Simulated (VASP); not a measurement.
Set up this calculation in VASP 6.6.1, as the native input.

```yaml
Task: single point
Functional: PBE
Potentials_or_basis: VASP PAW PBE potentials, release 64 (Al)
Cutoff: 520 eV
k_mesh: 9 × 9 × 9
Occupations: methfessel-paxton, width 0.1 eV
Spin: no spin polarisation
Further_INCAR_settings: ALGO = Normal; EDIFF = 1e-07
```

The structure of Al lies in POSCAR:

```
Al
1.0
    0.0000000000      2.0248050000      2.0248050000
    2.0248050000      0.0000000000      2.0248050000
    2.0248050000      2.0248050000      0.0000000000
Al
1
Direct
    0.0000000000      0.0000000000      0.0000000000
```

These files were run (other wordings do the same):

INCAR

```
  ALGO = Normal
  EDIFF = 1E-7
  ENCUT = 520
  ISIF = 2
  ISMEAR = 1
  LASPH = True
  LCHARG = False
  LREAL = False
  LWAVE = False
  NELM = 100
  PREC = Accurate
  SIGMA = 0.1
```

KPOINTS

```
k-points
0
Gamma
  9 9 9
```

Potentials or basis: VASP PAW PBE potentials, release 64 (Al).

The run is started by

```sh
$ cat potpaw_PBE.64/Al/POTCAR > POTCAR
$ mpirun -np 1 vasp_std > vasp.out
```

Results of the run:

The pressure is -0.2 GPa and the band gap on the k mesh is zero (an odd number of electrons rules out a gap without spin polarisation).

Wall time 2 s on 1 thread of AMD EPYC 9R45 96-Core Processor (Zen 5) (shared host), peak memory 0.1 GiB.
